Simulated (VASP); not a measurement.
Here is a VASP 6.6.1 calculation.

Contents of INCAR:

```
PREC = Accurate
ENCUT = 520
EDIFF = 1E-7
ISMEAR = 0
SIGMA = 0.02
LREAL = False
LASPH = True
NELM = 60
ALGO = Normal
ISIF = 2
LWAVE = False
LCHARG = False
GGA = PE
NBANDS = 27
```

KPOINTS

```
regular mesh
0
Gamma
  10 10 10
```

The input POSCAR:

```
CdSnO2
1.0
   -1.9401749364      1.9401749364      4.8342544673
    1.9401749364     -1.9401749364      4.8342544673
    1.9401749364      1.9401749364     -4.8342544673
Cd Sn O
1 1 2
Direct
    0.1159375937      0.1159375937      0.0000000000
    0.3979468094      0.3979468094      0.0000000000
    0.9912180276      0.4912180276      0.5000000000
    0.4912180276      0.9912180276      0.5000000000
```

Potentials or basis: VASP PAW PBE potentials, release 64 (Cd, Sn_d, O).

The run is started by

```bash
$ cat potpaw_PBE.64/Cd/POTCAR potpaw_PBE.64/Sn_d/POTCAR potpaw_PBE.64/O/POTCAR > POTCAR
$ mpirun -np 1 vasp_std > vasp.out
```

(1) Estimate the pressure.

(2) What does it give for the largest force?

(3) Estimate the band gap on the k mesh.

Answers

(1) 3.0 GPa.

(2) 0.129 eV/Å.

(3) 0.70 eV (least direct gap 0.92 eV).

Caveat: the cell stands under pressure; semilocal functionals underestimate gaps, and a narrow one can read as zero; spin-orbit coupling is left out, which moves the levels of the heavy elements.
